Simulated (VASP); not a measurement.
Write the native input for VASP 6.6.1 that does the following.

```
Task                   : single point
Functional             : PBE
Potentials or basis    : VASP PAW PBE potentials, release 64 (Bi_d, Te)
Cutoff                 : 520 eV
k mesh                 : 6 × 6 × 6
Occupations            : gaussian, width 0.1 eV
Spin                   : no spin polarisation
Dipole correction      : no
Further INCAR settings : ALGO = Normal; EDIFF = 1e-06; NBANDS = 32
```

The structure of Bi2Te3 lies in POSCAR:

```
Bi2Te3
1.0
    2.2378091480      1.2919997140      9.8428627445
   -2.2378091480      1.2919997140      9.8428627445
    0.0000000000     -2.5839994280      9.8428627445
Bi Te
2 3
Direct
    0.8101658250      0.8101658250      0.8101658250
    0.3998190986      0.3998190986      0.3998190986
    0.6056269224      0.6056269224      0.6056269224
    0.2029717533      0.2029717533      0.2029717533
    0.0064164007      0.0064164007      0.0064164007
```

The input as run:

INCAR

```
PREC = Accurate
ENCUT = 520
EDIFF = 1E-6
ISMEAR = 0
SIGMA = 0.1
LREAL = False
LASPH = True
NELM = 80
ALGO = Normal
ISIF = 2
LWAVE = False
LCHARG = True
GGA = PE
LELF = True
LVHAR = True
NBANDS = 32
```

KPOINTS

```
Automatic mesh
0
Gamma
  6 6 6
```

Potentials or basis: VASP PAW PBE potentials, release 64 (Bi_d, Te).

Run with:

```console
$ cat potpaw_PBE.64/Bi_d/POTCAR potpaw_PBE.64/Te/POTCAR > POTCAR
$ mpirun -np 1 vasp_std > vasp.out
```

It gave:

* Pressure: 0.1 GPa
* Largest force: 0.034 eV/Å
* Band gap on the k mesh: zero (band 24 reaches 6.20 eV, above the bottom of band 25 at 6.17 eV)

Caveat: spin-orbit coupling is left out, which moves the levels of the heavy elements.

Wall time 7.7 min on 1 thread of Intel(R) Xeon(R) 6975P-C (Granite Rapids) (shared host), peak memory 0.95 GiB.
